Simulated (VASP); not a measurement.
# HfB2 (P6/mmm) in VASP: elastic constants with PBEsol

Aim: the elastic constants of HfB2 with PBEsol.

Program: VASP 6.6.1. These are calculated values, not measurements. Logs are shortened: lines on timing, memory, paths and dates and some standing lists are left out, and cuts for length are marked.

## 1. The cell of the first run

It takes space group P6/mmm (No. 191, hexagonal). Conventional cell: a = 3.128 Å, b = 3.128 Å, c = 3.446 Å, α = 90.00°, β = 90.00°, γ = 120.00°. Hf (site symmetry 6/mmm) has 12 B at 2.50 Å and 6 Hf at 3.13 Å within 3.3 Å. Within 2.4 Å of B (site symmetry -6m2) lie 3 B at 1.81 Å.

## 2. Elastic constants, PBEsol

Contents of INCAR:

```
SYSTEM = HfB2
PREC = Accurate ; ENCUT = 600
EDIFF = 1E-8 ; ISMEAR = -1
SIGMA = 0.15 ; LREAL = .FALSE.
LASPH = .TRUE. ; NELM = 60
ALGO = Normal ; ISIF = 3
LWAVE = .FALSE. ; LCHARG = .FALSE.
GGA = PS ; NBANDS = 15
IBRION = 6 ; NFREE = 2
POTIM = 0.015 ; NSW = 1
```

Contents of KPOINTS:

```
Automatic mesh
0
G
  18 18 12
  0 0 0
```

Contents of POSCAR:

```
HfB2
1.0
    3.1279917018      0.0000000000      0.0000000000
   -1.5639958509      2.7089202766      0.0000000000
    0.0000000000      0.0000000000      3.4459705834
Hf B
1 2
Direct
    0.0000000000      0.0000000000      0.0000000000
    0.3333333333      0.6666666667      0.5000000000
    0.6666666667      0.3333333333      0.5000000000
```

Potentials or basis: VASP PAW PBE potentials, release 64 (Hf_pv, B).

Command:

```console
$ cat potpaw_PBE.64/Hf_pv/POTCAR potpaw_PBE.64/B/POTCAR > POTCAR
$ mpirun -np 1 vasp_std > vasp.out
```

OUTCAR:

```text
SYSTEM = HfB2
   PREC = Accurate
   ENCUT = 600
   EDIFF = 1E-8
   ISMEAR = -1
   LREAL = .FALSE.
   LASPH = .TRUE.
   NELM = 60
   ISIF = 3
   GGA = PS
   IBRION = 6
   NFREE = 2
   POTIM = 0.015
   NSW = 1

 ion  position               nearest neighbor table
   1  0.000  0.000  0.000-   2 2.50   3 2.50   2 2.50   3 2.50   3 2.50   3 2.50   2 2.50   2 2.50
                             3 2.50   3 2.50   2 2.50   2 2.50
   2  0.333  0.667  0.500-   3 1.81   3 1.81   3 1.81   1 2.50   1 2.50   1 2.50   1 2.50   1 2.50
                             1 2.50
   3  0.667  0.333  0.500-   2 1.81   2 1.81   2 1.81   1 2.50   1 2.50   1 2.50   1 2.50   1 2.50
                             1 2.50

  LATTYP: Found a hexagonal cell.
 ALAT       =     3.1279917018
 C/A-ratio  =     1.1016559224

  Lattice vectors:

 A1 = (   3.1279917018,   0.0000000000,   0.0000000000)
 A2 = (  -1.5639958509,   2.7089202766,   0.0000000000)
 A3 = (   0.0000000000,   0.0000000000,   3.4459705834)

Analysis of symmetry for initial positions (statically):
=====================================================================
 Subroutine PRICEL returns:
 Original cell was already a primitive cell.

 Routine SETGRP: Setting up the symmetry group for a
 hexagonal supercell.

 Subroutine GETGRP returns: Found 24 space group operations
 (whereof 24 operations were pure point group operations)
 out of a pool of 24 trial point group operations.

The static configuration has the point symmetry D_6h.

Analysis of symmetry for dynamics (positions and initial velocities):
=====================================================================
 Subroutine PRICEL returns:
 Original cell was already a primitive cell.

 Routine SETGRP: Setting up the symmetry group for a
 hexagonal supercell.

 Subroutine GETGRP returns: Found 24 space group operations
 (whereof 24 operations were pure point group operations)
 out of a pool of 24 trial point group operations.

The dynamic configuration has the point symmetry D_6h.

 Subroutine INISYM returns: Found 24 space group operations
 (whereof 24 operations are pure point group operations),
 and found     1 'primitive' translations

----------------------------------------------------------------------------------------

                                     Primitive cell

  volume of cell :      29.1994

  direct lattice vectors                    reciprocal lattice vectors
     3.127991702  0.000000000  0.000000000     0.319693943  0.184575384  0.000000000
    -1.563995851  2.708920277  0.000000000     0.000000000  0.369150768  0.000000000
     0.000000000  0.000000000  3.445970583     0.000000000  0.000000000  0.290194004

  length of vectors
     3.127991702  3.127991702  3.445970583     0.369150768  0.369150768  0.290194004

  position of ions in fractional coordinates (direct lattice)
     0.000000000  0.000000000  0.000000000
     0.333333333  0.666666667  0.500000000
     0.666666667  0.333333333  0.500000000

  ion indices of the primitive-cell ions
   primitive index   ion index
                 1           1
                 2           2
                 3           3

----------------------------------------------------------------------------------------

 KPOINTS: Automatic mesh

Automatic generation of k-mesh.
 Grid dimensions read from file:
 generate k-points for:   18   18   12

[... 117 lines left out ...]
  Direction    XX          YY          ZZ          XY          YZ          ZX
  --------------------------------------------------------------------------------------
  -------------------------------------------------------------------------------------
  Total       -0.0312610     -0.0312610      0.0318872      0.0000000     -0.0000000     -0.0000000
  in kB       -1.7152981     -1.7152981      1.7496617      0.0000000     -0.0000000     -0.0000000
  external PRESSURE =      -0.5603115 kB  Pullay stress =       0.0000000 kB
[... 92 lines left out ...]
  FREE ENERGIE OF THE ION-ELECTRON SYSTEM (eV)
  ---------------------------------------------------
  free  energy   TOTEN  =       -27.8641996780 eV

  energy  without entropy=      -27.8449956493  energy(sigma->0) =      -27.85459766

[... ionic steps 4 to 18 ...]

--------------------------------------- Ionic step       19  -------------------------------------------

 number of electron      16.0000001 magnetization

------------------------ aborting loop because EDIFF is reached ----------------------------------------
[... 69 lines left out ...]
--------------------------------------- Ionic step       21  -------------------------------------------

 number of electron      16.0000001 magnetization

 Free energy of the ion-electron system (eV)
  ---------------------------------------------------
  ext. energy  EPLUGINS =         0.00000000
  ---------------------------------------------------
  free energy    TOTEN  =       -27.87581220 eV

  energy without entropy =      -27.85613307  energy(sigma->0) =      -27.86597264

 E-fermi :   7.7004     XC(G=0): -12.7640

 val. band max:        7.6980335422   @ k =   0.1111  -0.0000   0.3333
 cond. band min:       7.7128534568   @ k =   0.1111  -0.0000   0.4167
 fundamental gap:      0.0148199146
 Fermi energy:         7.7004367894

 k-point     1 :       0.0000    0.0000    0.0000
  band No.  band energies     occupation
      1     -22.8198      2.00000
      2     -22.3018      2.00000
      3     -22.3018      2.00000
      4      -6.1298      2.00000
      5       4.6255      2.00000
      6       4.7212      2.00000
      7       4.7212      2.00000
      8       5.0052      2.00000
      9      11.7643      0.00000
     10      11.7643      0.00000
     11      12.5023      0.00000
     12      12.5023      0.00000
     13      12.7213      0.00000
     14      12.7213      0.00000
[... 401 lines left out ...]
      2     -22.6782      2.00000
      3     -22.5436      2.00000
      4      -2.4415      2.00000
      5      -0.7139      2.00000
      6       2.9316      2.00000
      7       3.7263      2.00000
      8       6.1089      1.99995
      9       8.1329      0.10601
     10      11.3560      0.00000
     11      12.6685      0.00000
     12      13.5209      0.00000
     13      14.9956      0.00000
     14      16.6367      0.00000
     15      18.4502      0.00000

 [... further k-points ...]
[... 5 lines left out ...]
  --------------------------------------------------------------------------------------
  -------------------------------------------------------------------------------------
  Total       -0.0285728     -0.0285728      0.0339029      0.0000000      0.0000000      0.0000000
  in kB       -1.5677968     -1.5677968      1.8602642      0.0000000      0.0000000      0.0000000
  external PRESSURE =      -0.4251098 kB  Pullay stress =       0.0000000 kB
[... 18 lines left out ...]
  FREE ENERGIE OF THE ION-ELECTRON SYSTEM (eV)
  ---------------------------------------------------
  free  energy   TOTEN  =       -27.8758122039 eV

  energy  without entropy=      -27.8561330713  energy(sigma->0) =      -27.86597264

 INTERNAL STRAIN TENSORS FROM STRAINED CELLS
 ============================================

 INTERNAL STRAIN TENSOR FOR ION    1 for displacements in x,y,z  (eV/Angst):
          X           Y           Z          XY          YZ          ZX
  --------------------------------------------------------------------------------
  x    -0.00000     0.00000     0.00000     0.00000     0.00000     0.00000
  y     0.00000     0.00000     0.00000     0.00000    -0.00000     0.00000
  z     0.00000     0.00000    -0.00000     0.00000     0.00000     0.00000

 INTERNAL STRAIN TENSORS FROM DISPLACED ATOMS
 ============================================

 INTERNAL STRAIN TENSOR FOR ION    1 for displacements in x,y,z  (eV/Angst):
          X           Y           Z          XY          YZ          ZX
  --------------------------------------------------------------------------------
  x     0.00000     0.00000     0.00000     0.00000     0.00000     0.00000
  y     0.00000     0.00000     0.00000     0.00000     0.00000     0.00000
  z     0.00000     0.00000     0.00000     0.00000     0.00000     0.00000

 INTERNAL STRAIN TENSOR FOR ION    3 for displacements in x,y,z  (eV/Angst):
          X           Y           Z          XY          YZ          ZX
  --------------------------------------------------------------------------------
  x     0.00000     0.00000     0.00000    -0.72364     0.00000     0.00000
  y    -0.72364     0.72364     0.00000     0.00000     0.00000     0.00000
  z     0.00000     0.00000     0.00000    -0.00000     0.00000     0.00000

 Eigenvectors and eigenvalues of the dynamical matrix
 ----------------------------------------------------

   1 f  =   24.663925 THz   154.968012 2PiTHz  822.699986 cm-1   102.001752 meV
             X         Y         Z           dx          dy          dz
      0.000000  0.000000  0.000000    -0.000000   -0.000000    0.000000
     -0.000000  1.805947  1.722985     0.000017   -0.707107    0.000000
      1.563996  0.902973  1.722985    -0.000017    0.707107   -0.000000
[... 43 lines left out ...]
   9 f/i=    0.000486 THz     0.003053 2PiTHz    0.016207 cm-1     0.002009 meV
             X         Y         Z           dx          dy          dz
      0.000000  0.000000  0.000000     0.000000   -0.000000   -0.944420
     -0.000000  1.805947  1.722985     0.000000   -0.000000   -0.232455
      1.563996  0.902973  1.722985     0.000000   -0.000000   -0.232455

--------------------------------------------------------------------------------------------------------

 ELASTIC MODULI CONTR FROM IONIC RELAXATION (kBar)
 Direction    XX          YY          ZZ          XY          YZ          ZX
 --------------------------------------------------------------------------------
 XX          -2.1356      2.1356      0.0000     -0.0000      0.0000      0.0000
 YY           2.1356     -2.1356      0.0000      0.0000      0.0000      0.0000
 ZZ           0.0000      0.0000      0.0000      0.0000      0.0000      0.0000
 XY          -0.0000      0.0000      0.0000     -2.1356      0.0000      0.0000
 YZ           0.0000      0.0000      0.0000      0.0000      0.0000      0.0000
 ZX           0.0000      0.0000      0.0000      0.0000      0.0000      0.0000
 --------------------------------------------------------------------------------

 TOTAL ELASTIC MODULI (kBar)
 Direction    XX          YY          ZZ          XY          YZ          ZX
 --------------------------------------------------------------------------------
 XX        6250.6873    654.4993   1345.1580     -0.0000      0.0000      0.0000
 YY         654.4993   6250.6873   1345.1580      0.0000      0.0000      0.0000
 ZZ        1345.1580   1345.1580   4756.3704      0.0000      0.0000     -0.0000
 XY          -0.0000      0.0000      0.0000   2798.0940      0.0000      0.0000
 YZ           0.0000      0.0000      0.0000      0.0000   2793.7242      0.0000
 ZX           0.0000      0.0000     -0.0000     -0.0000      0.0000   2793.7243
 --------------------------------------------------------------------------------
```

Wall time 1.6 h (1 thread of Oxide Virtual Turin-like, shared host); peak memory 1 GiB.

Results:

| Item | Value |
| --- | --- |
| Voigt bulk modulus | 266 GPa |
| Highest phonon frequency at Γ | 823 cm⁻¹ |

Phonon frequencies in cm⁻¹ (negative: imaginary):
| q point | frequencies |
| --- | --- |
| (0.000, 0.000, 0.000) | 0 0 0 452 452 478 550 823 823 |

Elastic tensor in Voigt notation (GPa, in the Cartesian axes of the cell as first typed):
```
625  65 135   0   0   0
 65 625 135   0   0   0
135 135 476   0   0   0
  0   0   0 279   0   0
  0   0   0   0 279   0
  0   0   0   0   0 280
```

Clamped-ion elastic tensor (GPa):
```
625  65 135   0   0   0
 65 625 135   0   0   0
135 135 476   0   0   0
  0   0   0 279   0   0
  0   0   0   0 279   0
  0   0   0   0   0 280
```

Caveat: the PAW data sets were made with another functional, which shifts forces and pressure a little; spin-orbit coupling is left out, which moves the levels of the heavy elements.
